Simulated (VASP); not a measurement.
Ti, 2 atoms in the cell. Symmetry: P6_3/mmc, No. 194, hexagonal system. Conventional cell: a = 2.936 Å, b = 2.936 Å, c = 4.641 Å, α = 90.00°, β = 90.00°, γ = 120.00°. Within 3.8 Å of Ti (site symmetry -6m2) lie 12 Ti at 2.87 to 2.94 Å. 

```yaml
Program: VASP 6.6.1
Task: single point
Functional: r2SCAN
Dispersion: rVV10
Potentials_or_basis: VASP PAW PBE potentials, release 64 (Ti_sv)
Cutoff: 520 eV
k_mesh: 9 × 9 × 4
Occupations: gaussian, width 0.1 eV
Spin: no spin polarisation
Dipole_correction: no
Further_INCAR_settings: ALGO = Normal; EDIFF = 1e-06; NBANDS = 19
```

Potentials or basis: VASP PAW PBE potentials, release 64 (Ti_sv).

Command:

```bash
$ cat potpaw_PBE.64/Ti_sv/POTCAR > POTCAR
$ cp INCAR.step1 INCAR
$ mpirun -np 1 vasp_std > vasp.out
$ cp INCAR.step2 INCAR
$ mpirun -np 1 vasp_std > vasp.out
```

Hardware: 1 thread of Intel Xeon 8259CL, with other jobs on the host.

**Question.** Estimate the wall time of this run.

**Answer.** Run time: 3.4 min on 1 thread of Intel Xeon 8259CL (shared host), peak memory 0.26 GiB. Counts: k points 36.
